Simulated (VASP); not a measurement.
Input of a VASP 6.6.1 run:

The input INCAR:

```
PREC = Accurate
ENCUT = 600
EDIFF = 1E-6
ISMEAR = 0
SIGMA = 0.15
LREAL = F
LASPH = T
NELM = 120
ALGO = Normal
ISIF = 2
LWAVE = F
LCHARG = T
GGA = PS
IVDW = 12
LELF = T
LVHAR = T
NBANDS = 16
GGA_COMPAT = F
```

Contents of KPOINTS:

```
Automatic mesh
0
Gamma
  18 12 10
```

The input POSCAR:

```
C
1.0
   -2.4576582504      0.0000000000      0.0000000000
    0.0000000000      0.0000000000     -3.5294825081
    0.0000000000     -4.2567889574      0.0000000000
C
4
Direct
    0.5000000000      0.0000000000      0.1631428838
    0.0000000000      0.0000000000      0.6490477524
    0.0000000000      0.0000000000      0.3368571162
    0.5000000000      0.0000000000      0.8509522476
```

Potentials or basis: VASP PAW PBE potentials, release 64 (C).

The run is started by

```console
$ cat potpaw_PBE.64/C/POTCAR > POTCAR
$ mpirun -np 1 vasp_std > vasp.out
```

(1) Estimate the dispersion energy per atom.

(2) Estimate the pressure.

(3) Predict the largest force.

(4) What does it give for the band gap on the k mesh?

## Answers

(1) -0.104 eV.

(2) 4.9 GPa.

(3) 7.648 eV/Å.

(4) zero (band 8 reaches 4.63 eV, above the bottom of band 9 at 3.68 eV).

Caveat: the cell differs from its parent crystal (mode 8 frozen in at -0.030 Å and mode 12 at +0.045 Å (largest displacements)); the PAW data sets were made with another functional, which shifts forces and pressure a little.
